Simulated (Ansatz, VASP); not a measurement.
# One calculation of BeTe, two programs

```xyz
2
Lattice="0.0000 2.7942 2.7942 2.7942 0.0000 2.7942 2.7942 2.7942 0.0000" Properties=species:S:1:pos:R:3 pbc="T T T"
Be    0.0000    0.0000    0.0000
Te    4.1913    4.1913    4.1913
```

Alike in both runs: task single point; functional PBE; k mesh 10 × 10 × 10; occupations gaussian, width 0.05 eV; no spin polarisation.

|  | VASP | Ansatz |
| --- | --- | --- |
| version | VASP 6.6.1 | Ansatz 0.2.0 |
| potentials or method | VASP PAW PBE potentials, release 64 (Be, Te), cutoff 520 eV | scalar-relativistic, plane waves, PAW |
| valence electrons in the cell | 8 | 18 |

```tsv
	VASP	Ansatz	Ansatz less VASP
gap on the k mesh at the Fermi level (eV)	1.92	1.93	+0.015
least direct gap on the mesh (eV)	3.59	3.61	+0.020
pressure (GPa)	2.6	2.5	-0.16
```

VASP's potentials hold 8 valence electrons a cell and Ansatz's 18, so a difference there can come from the potentials and not from the codes.

Spin-orbit coupling is off throughout.
